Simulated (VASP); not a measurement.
# ZrC in VASP: further runs

The runs below take ZrC through electric field gradients, with PBEsol.

Program: VASP 6.6.1. These are calculated values, not measurements. Logs are shortened: lines on timing, memory, paths and dates and some standing lists are left out, and cuts for length are marked.

## Step 1: The cell of the first run

Symmetry: R-3m, No. 166, trigonal system. Conventional cell: a = 3.307 Å, b = 3.307 Å, c = 8.223 Å, α = 90.00°, β = 90.00°, γ = 120.00°. Within 3.1 Å of Zr (site symmetry -3m) lie 6 C at 2.35 Å. Within 3.1 Å of C (site symmetry -3m) lie 6 Zr at 2.35 Å.

## Step 2: Electric field gradients, PBEsol (equal xy, yz and zx shear strains of +1 %)

Contents of INCAR:

```
ALGO     = Normal         # electronic algorithm
EDIFF    = 1E-8           # SCF threshold, eV
ENCUT    = 520            # plane-wave cutoff, eV
GGA      = PS             # functional
ISIF     = 2              # what is computed and relaxed
ISMEAR   = -1             # smearing method
LASPH    = T              # aspherical terms in the spheres
LCHARG   = F              # write CHGCAR
LEFG     = T            
LREAL    = F              # projectors in reciprocal space
LWAVE    = F              # write WAVECAR
NBANDS   = 15             # bands
NELM     = 100            # most SCF steps
PREC     = Accurate       # precision mode
SIGMA    = 0.05           # smearing width, eV
```

Contents of KPOINTS:

```
k-points
0
Gamma
  15 15 15
```

Contents of POSCAR:

```
ZrC
1.0
    0.0235021000      2.3619610500      2.3619610500
    2.3619610500      0.0235021000      2.3619610500
    2.3619610500      2.3619610500      0.0235021000
Zr C
1 1
Direct
    0.5000000000      0.5000000000      0.5000000000
    0.0000000000      0.0000000000      0.0000000000
```

Potentials or basis: VASP PAW PBE potentials, release 64 (Zr_sv, C).

On the command line:

```bash
$ cat potpaw_PBE.64/Zr_sv/POTCAR potpaw_PBE.64/C/POTCAR > POTCAR
$ mpirun -np 1 vasp_std > vasp.out
```

OUTCAR:

```text
EDIFF = 1E-8
   ENCUT = 520
   GGA = PS
   ISIF = 2
   ISMEAR = -1
   LASPH = T
   LREAL = F
   NELM = 100
   PREC = Accurate

 ion  position               nearest neighbor table
   1  0.500  0.500  0.500-   2 2.35   2 2.35   2 2.35   2 2.35   2 2.35   2 2.35
   2  0.000  0.000  0.000-   1 2.35   1 2.35   1 2.35   1 2.35   1 2.35   1 2.35

  LATTYP: Found a trigonal (rhomboedric) cell.
 ALAT       =     3.3404000288
 COS(alpha) =     0.5099250056

  Lattice vectors:

 A1 = (   0.0235021000,   2.3619610500,   2.3619610500)
 A2 = (   2.3619610500,   0.0235021000,   2.3619610500)
 A3 = (   2.3619610500,   2.3619610500,   0.0235021000)

Analysis of symmetry for initial positions (statically):
=====================================================================
 Subroutine PRICEL returns:
 Original cell was already a primitive cell.

 Routine SETGRP: Setting up the symmetry group for a
 trigonal (rhombohedral) supercell.

 Subroutine GETGRP returns: Found 12 space group operations
 (whereof 12 operations were pure point group operations)
 out of a pool of 12 trial point group operations.

The static configuration has the point symmetry D_3d.

Analysis of symmetry for dynamics (positions and initial velocities):
=====================================================================
 Subroutine PRICEL returns:
 Original cell was already a primitive cell.

 Routine SETGRP: Setting up the symmetry group for a
 trigonal (rhombohedral) supercell.

 Subroutine GETGRP returns: Found 12 space group operations
 (whereof 12 operations were pure point group operations)
 out of a pool of 12 trial point group operations.

The dynamic configuration has the point symmetry D_3d.

 Subroutine INISYM returns: Found 12 space group operations
 (whereof 12 operations are pure point group operations),
 and found     1 'primitive' translations

----------------------------------------------------------------------------------------

                                     Primitive cell

  volume of cell :      25.9608

  direct lattice vectors                    reciprocal lattice vectors
     0.023502100  2.361961050  2.361961050    -0.214874521  0.212757531  0.212757531
     2.361961050  0.023502100  2.361961050     0.212757531 -0.214874521  0.212757531
     2.361961050  2.361961050  0.023502100     0.212757531  0.212757531 -0.214874521

  length of vectors
     3.340400029  3.340400029  3.340400029     0.369733139  0.369733139  0.369733139

  position of ions in fractional coordinates (direct lattice)
     0.500000000  0.500000000  0.500000000
     0.000000000  0.000000000  0.000000000

  ion indices of the primitive-cell ions
   primitive index   ion index
                 1           1
                 2           2

----------------------------------------------------------------------------------------

 KPOINTS: k-points

Automatic generation of k-mesh.
 Grid dimensions read from file:
 generate k-points for:   15   15   15

 Generating k-lattice:

  Cartesian coordinates                     Fractional coordinates (reciprocal lattice)
    -0.014324968  0.014183835  0.014183835     0.066666667  0.000000000 -0.000000000
     0.014183835 -0.014324968  0.014183835     0.000000000  0.066666667 -0.000000000
     0.014183835  0.014183835 -0.014324968     0.000000000  0.000000000  0.066666667

  Length of vectors
     0.024648876  0.024648876  0.024648876

  Shift w.r.t. Gamma in fractional coordinates (k-lattice)
     0.000000000  0.000000000  0.000000000

 Subroutine IBZKPT returns following result:
 ===========================================

 Found    344 irreducible k-points:

 Following reciprocal coordinates:
            Coordinates               Weight
  0.000000  0.000000  0.000000      1.000000
  0.066667  0.000000 -0.000000      6.000000
  0.133333 -0.000000 -0.000000      6.000000
  0.200000 -0.000000 -0.000000      6.000000
  0.266667 -0.000000 -0.000000      6.000000
  0.333333  0.000000 -0.000000      6.000000
[... 16 lines left out ...]
  0.133333  0.133333 -0.000000      6.000000
  0.200000  0.133333 -0.000000     12.000000
 [... further k-points ...]
   k-points           NKPTS =    344   k-points in BZ     NKDIM =    344   number of bands    NBANDS=     15
   number of dos      NEDOS =    301   number of ions     NIONS =      2
   total plane-waves  NPLWV =  21952
   dimension x,y,z NGX =    28 NGY =   28 NGZ =   28
   dimension x,y,z NGXF=    56 NGYF=   56 NGZF=   56
   ions per type =               1   1
   NGX,Y,Z   is equivalent  to a cutoff of  13.94, 13.94, 13.94 a.u.
   NGXF,Y,Z  is equivalent  to a cutoff of  27.87, 27.87, 27.87 a.u.
 SYSTEM =  unknown system
   PREC   = accura    normal or accurate (medium, high low for compatibility)
   ISTART =      0    job   : 0-new  1-cont  2-samecut
   ICHARG =      2    charge: 1-file 2-atom 10-const
   ISPIN  =      1    spin polarized calculation?
   LNONCOLLINEAR =      F non collinear calculations
   LSORBIT =      F    spin-orbit coupling
   LASPH  =      T    aspherical Exc in radial PAW
   ENCUT  =  520.0 eV  38.22 Ry    6.18 a.u.   6.21  6.21  6.21*2*pi/ulx,y,z
   NELM   =    100;   NELMIN=  2; NELMDL= -5     # of ELM steps
   EDIFF  = 0.1E-07   stopping-criterion for ELM
   LREAL  =      F    real-space projection
   EDIFFG = 0.1E-06   stopping-criterion for IOM
   NSW    =      0    number of steps for IOM
   IBRION =     -1    ionic relax: 0-MD 1-quasi-New 2-CG
   NFREE  =      0    steps in history (QN), initial steepest desc. (CG)
   ISIF   =      2    stress and relaxation
   ISYM   =      2    0-nonsym 1-usesym 2-fastsym
   POTIM  = 0.5000    time-step for ionic-motion
   TEBEG  =    0.0;   TEEND  =   0.0 temperature during run
   PSTRESS=    0.0 pullay stress
   NELECT =      16.0000    total number of electrons
   NUPDOWN=      -1.0000    fix difference up-down
   EMIN   =  10.00;   EMAX   =-10.00  energy-range for DOS
   EFERMI =   0.00;   METHOD = LEGACY
   ISMEAR =    -1;   SIGMA  =   0.05  broadening in eV -4-tet -1-fermi 0-gaus
   EFERMI_NEDOS =   21; number of points for ismear=-14 and -15
   IALGO  =     38    algorithm
   IMIX   =      4    mixing-type and parameters
     AMIX     =   0.40;   BMIX     =  1.00
     AMIX_MAG =   1.60;   BMIX_MAG =  1.00
  volume/ion in A,a.u.               =      12.98        87.60
  Fermi-wavevector in a.u.,A,eV,Ry     =   1.393186  2.632739 26.408447  1.940966
  Thomas-Fermi vector in A             =   2.516856
   LORBIT       =      0    0 simple, 1 ext, 2 COOP (PROOUT), +10 PAW based schemes
   GGA     = PS    functional components
   LHFCALC =     F    Hartree Fock is set to
   AEXX    =    0.0000 exact exchange contribution
   IVDW    =     0    specifies the selected vdW correction
   LEPSILON=     F    determine dielectric tensor
   LRPA    =     F    only Hartree local field effects (RPA)
 non-spin polarized calculation
  energy-cutoff  :      520.00
  volume of cell :       25.96
 maximum number of plane-waves:       713
 NGX is ok and might be reduce to    28
   NGX = 13   NGY = 13   NGZ = 13

 number of electron      16.0000000 magnetization

 Free energy of the ion-electron system (eV)
  ---------------------------------------------------
  ext. energy  EPLUGINS =         0.00000000
  ---------------------------------------------------
  free energy    TOTEN  =       -20.56444111 eV

  energy without entropy =      -20.56185479  energy(sigma->0) =      -20.56314795

 E-fermi :   9.4823     XC(G=0): -12.2804

 val. band max:        9.4797733767   @ k =   0.4000   0.4000   0.0667
 cond. band min:       9.4945961305   @ k =   0.3333   0.2667  -0.0000
 fundamental gap:      0.0148227538
 Fermi energy:         9.4822553533

 k-point     1 :       0.0000    0.0000    0.0000
  band No.  band energies     occupation
      1     -38.4804      2.00000
      2     -16.2327      2.00000
      3     -16.2154      2.00000
      4     -16.2154      2.00000
      5      -1.7887      2.00000
      6      10.3829      0.00000
      7      10.4220      0.00000
      8      10.4770      0.00000
      9      10.4770      0.00000
     10      10.6123      0.00000
     11      10.6123      0.00000
     12      12.3027      0.00000
     13      12.3027      0.00000
     14      16.7907      0.00000
     15      19.8784      0.00000
[... 397 lines left out ...]
 k-point    24 :       0.2000    0.1333   -0.0000
  band No.  band energies     occupation
      1     -38.4439      2.00000
      2     -16.4667      2.00000
      3     -16.2999      2.00000
      4     -16.2785      2.00000
      5      -0.9971      2.00000
      6       7.1529      2.00000
      7       8.8066      2.00000
      8       9.0064      1.99985
      9      10.0428      0.00003
     10      12.3934      0.00000
     11      12.8683      0.00000
     12      13.4579      0.00000
     13      15.3845      0.00000
     14      18.8752      0.00000
     15      22.0643      0.00000

 [... further k-points ...]
[... 5 lines left out ...]
  --------------------------------------------------------------------------------------
  -------------------------------------------------------------------------------------
  Total       -0.6815906     -0.6815906     -0.6815906     -0.2521014     -0.2521014     -0.2521014
  in kB      -42.0645859    -42.0645859    -42.0645859    -15.5585189    -15.5585189    -15.5585189
  external PRESSURE =     -42.0645859 kB  Pullay stress =       0.0000000 kB

 VOLUME and BASIS-vectors are now :
 -----------------------------------------------------------------------------
  energy-cutoff  :      520.00
  volume of cell :       25.96
      direct lattice vectors                 reciprocal lattice vectors
     0.023502100  2.361961050  2.361961050    -0.214874521  0.212757531  0.212757531
     2.361961050  0.023502100  2.361961050     0.212757531 -0.214874521  0.212757531
     2.361961050  2.361961050  0.023502100     0.212757531  0.212757531 -0.214874521

 POSITION                                       TOTAL-FORCE (eV/Angst)
 -----------------------------------------------------------------------------------
      2.37371      2.37371      2.37371         0.000000     -0.000000      0.000000
      0.00000      0.00000      0.00000        -0.000000      0.000000     -0.000000
 -----------------------------------------------------------------------------------
    total drift:                                0.000000      0.000000      0.000000

  FREE ENERGIE OF THE ION-ELECTRON SYSTEM (eV)
  ---------------------------------------------------
  free  energy   TOTEN  =       -20.5644411094 eV

  energy  without entropy=      -20.5618547858  energy(sigma->0) =      -20.56314795

 Electric field gradients (V/A^2)
---------------------------------------------------------------------
 ion       V_xx      V_yy      V_zz      V_xy      V_xz      V_yz
---------------------------------------------------------------------
   1       0.000     0.000    -0.000    -0.527    -0.527    -0.527
   2      -0.000     0.000    -0.000    -0.217    -0.217    -0.217
---------------------------------------------------------------------

 Electric field gradients after diagonalization (V/A^2)
 (convention: |V_zz| > |V_xx| > |V_yy|)
----------------------------------------------------------------------
 ion       V_xx      V_yy      V_zz     asymmetry (V_yy - V_xx)/ V_zz
----------------------------------------------------------------------
   1       0.527     0.527    -1.053       0.000
   2       0.217     0.217    -0.433       0.000
----------------------------------------------------------------------

           NMR quadrupolar parameters

 Cq : quadrupolar parameter    Cq=e*Q*V_zz/h
 eta: asymmetry parameters     (V_yy - V_xx)/ V_zz
 Q  : nuclear electric quadrupole moment in mb (millibarn)
----------------------------------------------------------------------
 ion       Cq(MHz)       eta       Q (mb)
----------------------------------------------------------------------
   1      -0.003       0.000       1.000
   2      -0.001       0.000       1.000
----------------------------------------------------------------------
```

Run time: 2 min. Hardware: 1 thread of Intel Xeon Platinum 8488C (Sapphire Rapids), shared host; peak memory 0.26 GiB.

Results:

```yaml
Free_energy: -20.5644 eV
Pressure: -4.2 GPa
Band_gap_on_the_k_mesh: zero (band 8 reaches 10.48 eV, above the bottom of band 9 at 9.17 eV)
```

Stress tensor (GPa, compression positive):
```
-4.21 -1.56 -1.56
-1.56 -4.21 -1.56
-1.56 -1.56 -4.21
```

Electric field gradients, principal values (V/Å²):
```
atom  least  middle  greatest (by size)
1 Zr  0.527   0.527              -1.053
 2 C  0.217   0.217              -0.433
```

Caveat: the cell differs from its parent crystal (equal xy, yz and zx shear strains of +1 %); without QUAD_EFG the Cq values of the log hold for a quadrupole moment of 1 mb, not for the nuclei; the PAW data sets were made with another functional, which shifts forces and pressure a little.

(Continued in part 2 of 3.)
